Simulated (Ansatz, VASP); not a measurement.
**Ti6H: VASP beside Ansatz**

```
CELL_PARAMETERS angstrom
5.66395 0.00000 0.00000
0.00000 4.57935 0.00000
0.00000 0.00000 24.55069
ATOMIC_POSITIONS crystal
Ti 0.25000 0.00000 0.16293
Ti 0.75000 0.00000 0.16293
Ti 0.00000 0.50000 0.21677
Ti 0.50000 0.50000 0.21677
Ti 0.25000 0.00000 0.27062
Ti 0.75000 0.00000 0.27062
Ti 0.25000 0.50000 0.32566
Ti 0.75000 0.50000 0.32566
Ti 0.00000 0.00000 0.37797
Ti 0.50000 0.00000 0.37797
Ti 0.25000 0.50000 0.42975
Ti 0.75000 0.50000 0.42975
H 0.89574 0.00000 0.57639
H 0.10426 0.00000 0.57639
```

Alike in both runs: task single point; functional PBE; k mesh 5 × 6 × 1; occupations gaussian, width 0.1 eV; no spin polarisation.

```csv
,VASP,Ansatz
version,VASP 6.6.1,Ansatz 0.2.0
potentials or method,"VASP PAW PBE potentials, release 64 (Ti_sv, H), cutoff 520 eV","scalar-relativistic, plane waves, PAW"
valence electrons in the cell,146,146
```

|  | VASP | Ansatz | Ansatz less VASP |
| --- | --- | --- | --- |
| gap on the k mesh at the Fermi level (eV) | none | none | - |
| rms of the force components (eV/Å) | 1.012 | 1.012 | -0.0004 |

Atom by atom the forces differ by 0.004 eV/Å (rms over components). A gap of «none» marks a metal or a gap that the smearing closes. Ansatz's warnings: xc potential rough in thin density.
